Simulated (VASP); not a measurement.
The system is Fe.

```
Fe
1.0
    -1.43040    1.43040    1.43040
     1.43040   -1.43040    1.43040
     1.43040    1.43040   -1.43040
Fe
1
Direct
  0.00000 0.00000 0.00000
```

Base run:

| Property | Result |
| --- | --- |
| Program | VASP 6.6.1 |
| Functional | PBE |
| Potentials or basis | VASP PAW PBE potentials, release 64 (Fe_sv) |
| Cutoff | 690 eV |
| k mesh | 12 × 12 × 12 |
| Occupations | fermi-dirac, width 0.05 eV |
| Spin | collinear spin, ferromagnetic start |
| Starting moments | [3.06] μB |
| Fixed moment | 3.06 μB |
| Hubbard terms | Fe d U = 5.3 eV |

Its results: pressure 25.3 GPa; site moments Fe +3.23 μB.

**Question.** The run is repeated on the same cell with these changes: fixed moment from 3.06 μB to 4.29 μB; moments at the start from [3.06] to [4.29]. What comes out?

**Answer.** Pressure 83.5 GPa; site moments Fe +3.90 μB.

Caveats: the cell stands under pressure; the total moment is fixed, so each spin has its own Fermi level and the state may be an excited one; the U is typed as a test and isn't derived for this compound.
